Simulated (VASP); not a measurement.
# ZrS2 (P-3m1) in VASP: a series of runs

ZrS2 is run at these levels: LDA; tasks: single point.

Everything below comes from runs of VASP 6.6.1. Logs are shortened: lines on timing, memory, paths and dates and some standing lists are left out, and cuts for length are marked.

### Step 1. The cell of the first run

The structure is trigonal, space group P-3m1 (No. 164). Conventional cell: a = 3.613 Å, b = 3.613 Å, c = 5.638 Å, α = 90.00°, β = 90.00°, γ = 120.00°. Zr (site symmetry -3m) has 6 S at 2.54 Å within 3.4 Å. S (site symmetry 3m) has 3 Zr at 2.54 Å and 12 S at 3.45 to 3.61 Å within 3.7 Å.

### Step 2. Single point, LDA (in-plane strain +0.005)

INCAR reads:

```
  ALGO = Normal
  EDIFF = 1E-6
  ENCUT = 500
  GGA = CA
  GGA_COMPAT = F
  ISIF = 2
  ISMEAR = 0
  LASPH = T
  LCHARG = F
  LREAL = F
  LWAVE = F
  NBANDS = 19
  NELM = 120
  PREC = Accurate
  SIGMA = 0.01
```

KPOINTS reads:

```
k-points
0
Gamma
  8 8 4
```

POSCAR reads:

```
ZrS2
1.0
    3.6131199515      0.0000000000      0.0000000000
   -1.8065599757      3.1290536649      0.0000000000
    0.0000000000      0.0000000000      5.6381306101
Zr S
1 2
Direct
    0.0000000000      0.0000000000      0.0000000000
    0.6666666667      0.3333333333      0.7432741248
    0.3333333333      0.6666666667      0.2567258752
```

Potentials or basis: VASP PAW LDA potentials, release 64 (Zr_sv, S).

On the command line:

```sh
> cat potpaw_LDA.64/Zr_sv/POTCAR potpaw_LDA.64/S/POTCAR > POTCAR
> mpirun -np 1 vasp_std > vasp.out
```

OUTCAR:

```text
EDIFF = 1E-6
   ENCUT = 500
   GGA = CA
   ISIF = 2
   ISMEAR = 0
   LASPH = T
   LREAL = F
   NELM = 120
   PREC = Accurate

 ion  position               nearest neighbor table
   1  0.000  0.000  0.000-   2 2.54   3 2.54   3 2.54   2 2.54   2 2.54   3 2.54
   2  0.667  0.333  0.743-   1 2.54   1 2.54   1 2.54
   3  0.333  0.667  0.257-   1 2.54   1 2.54   1 2.54

  LATTYP: Found a hexagonal cell.
 ALAT       =     3.6131199515
 C/A-ratio  =     1.5604604015

  Lattice vectors:

 A1 = (   3.6131199515,   0.0000000000,   0.0000000000)
 A2 = (  -1.8065599757,   3.1290536649,   0.0000000000)
 A3 = (   0.0000000000,   0.0000000000,   5.6381306101)

Analysis of symmetry for initial positions (statically):
=====================================================================
 Subroutine PRICEL returns:
 Original cell was already a primitive cell.

 Routine SETGRP: Setting up the symmetry group for a
 hexagonal supercell.

 Subroutine GETGRP returns: Found 12 space group operations
 (whereof 12 operations were pure point group operations)
 out of a pool of 24 trial point group operations.

The static configuration has the point symmetry D_3d.

Analysis of symmetry for dynamics (positions and initial velocities):
=====================================================================
 Subroutine PRICEL returns:
 Original cell was already a primitive cell.

 Routine SETGRP: Setting up the symmetry group for a
 hexagonal supercell.

 Subroutine GETGRP returns: Found 12 space group operations
 (whereof 12 operations were pure point group operations)
 out of a pool of 24 trial point group operations.

The dynamic configuration has the point symmetry D_3d.

 Subroutine INISYM returns: Found 12 space group operations
 (whereof 12 operations are pure point group operations),
 and found     1 'primitive' translations

----------------------------------------------------------------------------------------

                                     Primitive cell

  volume of cell :      63.7427

  direct lattice vectors                    reciprocal lattice vectors
     3.613119951  0.000000000  0.000000000     0.276769112  0.159792721  0.000000000
    -1.806559976  3.129053665  0.000000000     0.000000000  0.319585442  0.000000000
     0.000000000  0.000000000  5.638130610     0.000000000  0.000000000  0.177363752

  length of vectors
     3.613119951  3.613119951  5.638130610     0.319585442  0.319585442  0.177363752

  position of ions in fractional coordinates (direct lattice)
     0.000000000  0.000000000  0.000000000
     0.666666667  0.333333333  0.743274125
     0.333333333  0.666666667  0.256725875

  ion indices of the primitive-cell ions
   primitive index   ion index
                 1           1
                 2           2
                 3           3

----------------------------------------------------------------------------------------

 KPOINTS: k-points

Automatic generation of k-mesh.
 Grid dimensions read from file:
 generate k-points for:    8    8    4

 Generating k-lattice:

  Cartesian coordinates                     Fractional coordinates (reciprocal lattice)
     0.034596139  0.019974090  0.000000000     0.125000000 -0.000000000  0.000000000
     0.000000000  0.039948180  0.000000000     0.000000000  0.125000000  0.000000000
     0.000000000  0.000000000  0.044340938     0.000000000  0.000000000  0.250000000

  Length of vectors
     0.039948180  0.039948180  0.044340938

  Shift w.r.t. Gamma in fractional coordinates (k-lattice)
     0.000000000  0.000000000  0.000000000

 Subroutine IBZKPT returns following result:
 ===========================================

 Found     35 irreducible k-points:

 Following reciprocal coordinates:
            Coordinates               Weight
  0.000000  0.000000  0.000000      1.000000
  0.125000  0.000000  0.000000      6.000000
  0.250000  0.000000  0.000000      6.000000
  0.375000  0.000000  0.000000      6.000000
  0.500000  0.000000  0.000000      3.000000
  0.125000  0.125000  0.000000      6.000000
[... 16 lines left out ...]
 -0.125000  0.500000  0.250000     12.000000
  0.250000  0.250000  0.250000     12.000000
 [... further k-points ...]
   k-points           NKPTS =     35   k-points in BZ     NKDIM =     35   number of bands    NBANDS=     19
   number of dos      NEDOS =    301   number of ions     NIONS =      3
   total plane-waves  NPLWV =  32928
   dimension x,y,z NGX =    28 NGY =   28 NGZ =   42
   dimension x,y,z NGXF=    56 NGYF=   56 NGZF=   84
   ions per type =               1   2
   NGX,Y,Z   is equivalent  to a cutoff of  12.88, 12.88, 12.38 a.u.
   NGXF,Y,Z  is equivalent  to a cutoff of  25.77, 25.77, 24.77 a.u.
 SYSTEM =  unknown system
   PREC   = accura    normal or accurate (medium, high low for compatibility)
   ISTART =      0    job   : 0-new  1-cont  2-samecut
   ICHARG =      2    charge: 1-file 2-atom 10-const
   ISPIN  =      1    spin polarized calculation?
   LNONCOLLINEAR =      F non collinear calculations
   LSORBIT =      F    spin-orbit coupling
   LASPH  =      T    aspherical Exc in radial PAW
   ENCUT  =  500.0 eV  36.75 Ry    6.06 a.u.   6.59  6.59 10.28*2*pi/ulx,y,z
   NELM   =    120;   NELMIN=  2; NELMDL= -5     # of ELM steps
   EDIFF  = 0.1E-05   stopping-criterion for ELM
   LREAL  =      F    real-space projection
[... 7 lines left out ...]
   TEBEG  =    0.0;   TEEND  =   0.0 temperature during run
   PSTRESS=    0.0 pullay stress
   NELECT =      24.0000    total number of electrons
   NUPDOWN=      -1.0000    fix difference up-down
   EMIN   =  10.00;   EMAX   =-10.00  energy-range for DOS
   EFERMI =   0.00;   METHOD = LEGACY
   ISMEAR =     0;   SIGMA  =   0.01  broadening in eV -4-tet -1-fermi 0-gaus
   EFERMI_NEDOS =   21; number of points for ismear=-14 and -15
   IALGO  =     38    algorithm
   IMIX   =      4    mixing-type and parameters
     AMIX     =   0.40;   BMIX     =  1.00
     AMIX_MAG =   1.60;   BMIX_MAG =  1.00
  volume/ion in A,a.u.               =      21.25       143.39
  Fermi-wavevector in a.u.,A,eV,Ry     =   1.182139  2.233918 19.013485  1.397452
  Thomas-Fermi vector in A             =   2.318399
   LORBIT       =      0    0 simple, 1 ext, 2 COOP (PROOUT), +10 PAW based schemes
   GGA     = CA    functional components
   LHFCALC =     F    Hartree Fock is set to
   AEXX    =    0.0000 exact exchange contribution
   IVDW    =     0    specifies the selected vdW correction
   LEPSILON=     F    determine dielectric tensor
   LRPA    =     F    only Hartree local field effects (RPA)
 non-spin polarized calculation
 Gauss-broadening in eV      SIGMA  =   0.01
  energy-cutoff  :      500.00
  volume of cell :       63.74
 maximum number of plane-waves:      1641
 NGX is ok and might be reduce to    28
   NGX = 13   NGY = 13   NGZ = 21

 number of electron      24.0000002 magnetization

 Free energy of the ion-electron system (eV)
  ---------------------------------------------------
  ext. energy  EPLUGINS =         0.00000000
  ---------------------------------------------------
  free energy    TOTEN  =       -23.39441431 eV

  energy without entropy =      -23.39441431  energy(sigma->0) =      -23.39441431

 E-fermi :   5.6464     XC(G=0): -10.2838

 val. band max:        5.4724464236   @ k =   0.0000   0.0000   0.0000
 cond. band min:       5.9468396391   @ k =   0.5000   0.0000   0.5000
 fundamental gap:      0.4743932155
 Fermi energy:         5.6463618606

 k-point     1 :       0.0000    0.0000    0.0000
  band No.  band energies     occupation
      1     -43.3412      2.00000
      2     -21.5969      2.00000
      3     -21.4212      2.00000
      4     -21.4212      2.00000
      5      -7.6820      2.00000
      6      -5.9063      2.00000
[... 11 lines left out ...]
     18      10.7875      0.00000
     19      11.1729      0.00000

 k-point     2 :       0.1250    0.0000    0.0000
  band No.  band energies     occupation
      1     -43.3376      2.00000
      2     -21.5864      2.00000
      3     -21.4694      2.00000
      4     -21.4314      2.00000
      5      -7.5066      2.00000
      6      -5.9601      2.00000
[... 11 lines left out ...]
     18      11.7772      0.00000
     19      12.0877      0.00000

 k-point     3 :       0.2500    0.0000    0.0000
  band No.  band energies     occupation
      1     -43.3288      2.00000
      2     -21.5856      2.00000
      3     -21.5591      2.00000
      4     -21.4561      2.00000
      5      -7.0587      2.00000
      6      -6.0818      2.00000
[... 11 lines left out ...]
     18      12.8234      0.00000
     19      13.6426      0.00000

 k-point     4 :       0.3750    0.0000    0.0000
  band No.  band energies     occupation
      1     -43.3201      2.00000
      2     -21.6959      2.00000
      3     -21.5344      2.00000
      4     -21.4805      2.00000
      5      -6.6070      2.00000
      6      -6.1397      2.00000
[... 11 lines left out ...]
     18      12.7220      0.00000
     19      13.2430      0.00000

 k-point     5 :       0.5000    0.0000    0.0000
  band No.  band energies     occupation
      1     -43.3165      2.00000
      2     -21.7411      2.00000
      3     -21.5237      2.00000
      4     -21.4906      2.00000
      5      -6.4921      2.00000
      6      -6.0610      2.00000
[... 11 lines left out ...]
     18      11.9280      0.00000
     19      13.5472      0.00000

 k-point     6 :       0.1250    0.1250    0.0000
  band No.  band energies     occupation
      1     -43.3314      2.00000
      2     -21.5686      2.00000
      3     -21.5452      2.00000
      4     -21.4542      2.00000
      5      -7.1923      2.00000
      6      -6.0490      2.00000
[... 11 lines left out ...]
     18      13.1256      0.00000
     19      13.1964      0.00000

 k-point     7 :       0.2500    0.1250    0.0000
  band No.  band energies     occupation
      1     -43.3227      2.00000
      2     -21.6461      2.00000
      3     -21.5431      2.00000
      4     -21.4904      2.00000
      5      -6.7147      2.00000
      6      -6.1556      2.00000
[... 11 lines left out ...]
     18      13.4186      0.00000
     19      13.9546      0.00000

 k-point     8 :       0.3750    0.1250    0.0000
  band No.  band energies     occupation
      1     -43.3165      2.00000
      2     -21.7154      2.00000
      3     -21.5249      2.00000
      4     -21.5165      2.00000
      5      -6.4350      2.00000
      6      -6.1188      2.00000
[... 256 lines left out ...]
 k-point    20 :       0.2500    0.1250    0.2500
  band No.  band energies     occupation
      1     -43.3227      2.00000
      2     -21.6460      2.00000
      3     -21.5436      2.00000
      4     -21.4904      2.00000
      5      -6.5608      2.00000
      6      -6.3278      2.00000
[... 11 lines left out ...]
     18      13.0602      0.00000
     19      14.3733      0.00000

 k-point    21 :      -0.1250    0.3750    0.2500
  band No.  band energies     occupation
      1     -43.3227      2.00000
      2     -21.6460      2.00000
      3     -21.5436      2.00000
      4     -21.4904      2.00000
      5      -6.7113      2.00000
      6      -6.1453      2.00000
[... 11 lines left out ...]
     18      12.8569      0.00000
     19      13.0524      0.00000

 k-point    22 :       0.3750    0.1250    0.2500
  band No.  band energies     occupation
      1     -43.3165      2.00000
      2     -21.7153      2.00000
      3     -21.5252      2.00000
      4     -21.5166      2.00000
      5      -6.4446      2.00000
      6      -6.1088      2.00000
[... 11 lines left out ...]
     18      12.1805      0.00000
     19      13.5381      0.00000

 k-point    23 :      -0.1250    0.5000    0.2500
  band No.  band energies     occupation
      1     -43.3165      2.00000
      2     -21.7153      2.00000
      3     -21.5252      2.00000
      4     -21.5165      2.00000
      5      -6.5495      2.00000
      6      -5.9774      2.00000
[... 11 lines left out ...]
     18      12.2515      0.00000
     19      13.0108      0.00000

 k-point    24 :       0.2500    0.2500    0.2500
  band No.  band energies     occupation
      1     -43.3165      2.00000
      2     -21.6792      2.00000
      3     -21.5558      2.00000
      4     -21.5235      2.00000
      5      -6.3813      2.00000
      6      -6.1698      2.00000
[... 11 lines left out ...]
     18      13.0919      0.00000
     19      13.7353      0.00000

 [... further k-points ...]

------------------------ aborting loop because EDIFF is reached ----------------------------------------

  FORCE on cell =-STRESS in cart. coord.  units (eV):
  Direction    XX          YY          ZZ          XY          YZ          ZX
  --------------------------------------------------------------------------------------
  -------------------------------------------------------------------------------------
  Total       -0.3743985     -0.3743985     -0.1041314     -0.0000000     -0.0000000      0.0000000
  in kB       -9.4105319     -9.4105319     -2.6173491     -0.0000000     -0.0000000      0.0000000
  external PRESSURE =      -7.1461376 kB  Pullay stress =       0.0000000 kB

 VOLUME and BASIS-vectors are now :
 -----------------------------------------------------------------------------
  energy-cutoff  :      500.00
  volume of cell :       63.74
      direct lattice vectors                 reciprocal lattice vectors
     3.613119951  0.000000000  0.000000000     0.276769112  0.159792721  0.000000000
    -1.806559976  3.129053665  0.000000000     0.000000000  0.319585442  0.000000000
     0.000000000  0.000000000  5.638130610     0.000000000  0.000000000  0.177363752

 POSITION                                       TOTAL-FORCE (eV/Angst)
 -----------------------------------------------------------------------------------
      0.00000      0.00000      0.00000         0.000000      0.000000      0.000000
      1.80656      1.04302      4.19068        -0.000000     -0.000000      0.039266
     -0.00000      2.08604      1.44745         0.000000      0.000000     -0.039266
 -----------------------------------------------------------------------------------
    total drift:                               -0.000000      0.000000      0.000000

  FREE ENERGIE OF THE ION-ELECTRON SYSTEM (eV)
  ---------------------------------------------------
  free  energy   TOTEN  =       -23.3944143143 eV

  energy  without entropy=      -23.3944143143  energy(sigma->0) =      -23.39441431
```

Wall time 16 s (1 thread of Intel Xeon 6975P-C (Granite Rapids), shared host); peak memory 0.17 GiB.

What came out:

* Free energy: -23.3944 eV
* Pressure: -0.7 GPa
* Largest force: 0.039 eV/Å
* Band gap on the k mesh: 0.47 eV (least direct gap 1.26 eV)

Forces in eV/Å, atoms in the order of the input:
```
Zr   0.000  0.000  0.000
S    0.000  0.000  0.039
S    0.000  0.000 -0.039
```

Stress tensor (GPa, compression positive):
```
-0.94  0.00  0.00
 0.00 -0.94  0.00
 0.00  0.00 -0.26
```

Caveat: the cell differs from its parent crystal (in-plane strain +0.005).

### Step 3. Single point, LDA (film at in-plane strain +0.005)

INCAR reads:

```
SYSTEM = ZrS2
  PREC = Accurate
  ENCUT = 500
  EDIFF = 1E-6
  ISMEAR = 0
  SIGMA = 0.01
  LREAL = .False.
  LASPH = .True.
  NELM = 120
  ALGO = Normal
  ISIF = 2
  LWAVE = .False.
  LCHARG = .False.
  NBANDS = 19
  GGA_COMPAT = .False.
```

KPOINTS reads:

```
Automatic mesh
0
Gamma
  8 8 4
  0 0 0
```

POSCAR reads:

```
ZrS2
1.0
    3.6131199515      0.0000000000      0.0000000000
   -1.8065599757      3.1290536649      0.0000000000
    0.0000000000      0.0000000000      5.6427374870
Zr S
1 2
Direct
    0.0000000000      0.0000000000      0.0000000000
    0.6666666667      0.3333333333      0.7443259285
    0.3333333333      0.6666666667      0.2556740715
```

Potentials or basis: VASP PAW LDA potentials, release 64 (Zr_sv, S).

On the command line:

```sh
> cat potpaw_LDA.64/Zr_sv/POTCAR potpaw_LDA.64/S/POTCAR > POTCAR
> mpirun -np 1 vasp_std > vasp.out
```

OUTCAR:

```text
SYSTEM = ZrS2
   PREC = Accurate
   ENCUT = 500
   EDIFF = 1E-6
   ISMEAR = 0
   LREAL = .False.
   LASPH = .True.
   NELM = 120
   ISIF = 2

 ion  position               nearest neighbor table
   1  0.000  0.000  0.000-   2 2.54   3 2.54   3 2.54   2 2.54   2 2.54   3 2.54
   2  0.667  0.333  0.744-   1 2.54   1 2.54   1 2.54
   3  0.333  0.667  0.256-   1 2.54   1 2.54   1 2.54

  LATTYP: Found a hexagonal cell.
 ALAT       =     3.6131199515
 C/A-ratio  =     1.5617354427

  Lattice vectors:

 A1 = (   3.6131199515,   0.0000000000,   0.0000000000)
 A2 = (  -1.8065599757,   3.1290536649,   0.0000000000)
 A3 = (   0.0000000000,   0.0000000000,   5.6427374870)

Analysis of symmetry for initial positions (statically):
=====================================================================
 Subroutine PRICEL returns:
 Original cell was already a primitive cell.

 Routine SETGRP: Setting up the symmetry group for a
 hexagonal supercell.

 Subroutine GETGRP returns: Found 12 space group operations
 (whereof 12 operations were pure point group operations)
 out of a pool of 24 trial point group operations.
[... 163 lines left out ...]

  energy without entropy =      -23.39452880  energy(sigma->0) =      -23.39452880

 E-fermi :   5.6603     XC(G=0): -10.2755

 val. band max:        5.4465064165   @ k =   0.0000   0.0000   0.0000
 cond. band min:       5.9444143614   @ k =   0.5000  -0.0000   0.5000
 fundamental gap:      0.4979079448
 Fermi energy:         5.6602730271

 k-point     1 :       0.0000    0.0000    0.0000
  band No.  band energies     occupation
      1     -43.3475      2.00000
      2     -21.6057      2.00000
      3     -21.4292      2.00000
      4     -21.4292      2.00000
      5      -7.6975      2.00000
      6      -5.9225      2.00000
[... 505 lines left out ...]
      6      -6.1888      2.00000
[... 11 lines left out ...]
     18      13.0791      0.00000
     19      13.7377      0.00000

 [... further k-points ...]

------------------------ aborting loop because EDIFF is reached ----------------------------------------

  FORCE on cell =-STRESS in cart. coord.  units (eV):
  Direction    XX          YY          ZZ          XY          YZ          ZX
  --------------------------------------------------------------------------------------
  -------------------------------------------------------------------------------------
  Total       -0.2775492     -0.2775492      0.0296000     -0.0000000     -0.0000000     -0.0000000
  in kB       -6.9705234     -6.9705234      0.7433897     -0.0000000     -0.0000000     -0.0000000
  external PRESSURE =      -4.3992191 kB  Pullay stress =       0.0000000 kB

 VOLUME and BASIS-vectors are now :
 -----------------------------------------------------------------------------
  energy-cutoff  :      500.00
  volume of cell :       63.79
      direct lattice vectors                 reciprocal lattice vectors
     3.613119951  0.000000000  0.000000000     0.276769112  0.159792721  0.000000000
    -1.806559976  3.129053665  0.000000000     0.000000000  0.319585442  0.000000000
     0.000000000  0.000000000  5.642737487     0.000000000  0.000000000  0.177218948

 POSITION                                       TOTAL-FORCE (eV/Angst)
 -----------------------------------------------------------------------------------
      0.00000      0.00000      0.00000        -0.000000      0.000000      0.000000
      1.80656      1.04302      4.20004         0.000000     -0.000000     -0.019484
     -0.00000      2.08604      1.44270        -0.000000      0.000000      0.019484
 -----------------------------------------------------------------------------------
    total drift:                               -0.000000      0.000000      0.000000

  FREE ENERGIE OF THE ION-ELECTRON SYSTEM (eV)
  ---------------------------------------------------
  free  energy   TOTEN  =       -23.3945288008 eV

  energy  without entropy=      -23.3945288008  energy(sigma->0) =      -23.39452880
```

stdout:

```text
POSCAR found type information on POSCAR ZrS
 POSCAR found :  2 types and       3 ions
 scaLAPACK will be used
 LDA part: xc-table for (Slater(with rela. corr.)+CA(PZ))
 , standard interpolation
 POSCAR, INCAR and KPOINTS ok, starting setup
 FFT: planning ... GRIDC
 FFT: planning ... GRID_SOFT
 FFT: planning ... GRID
 WAVECAR not read
 entering main loop
```

Run time: 16 s. Hardware: 1 thread of Intel Xeon 6975P-C (Granite Rapids), shared host; peak memory 0.17 GiB.

Results:

```
Free energy            : -23.3945 eV
Pressure               : -0.4 GPa
Largest force          : 0.019 eV/Å
Band gap on the k mesh : 0.50 eV (least direct gap 1.27 eV)
```

Forces on the atoms (eV/Å):
```
Zr   0.000  0.000  0.000
S    0.000  0.000 -0.019
S    0.000  0.000  0.019
```

Caveat: the cell differs from its parent crystal (film at in-plane strain +0.005).

(Continued in part 2 of 2.)
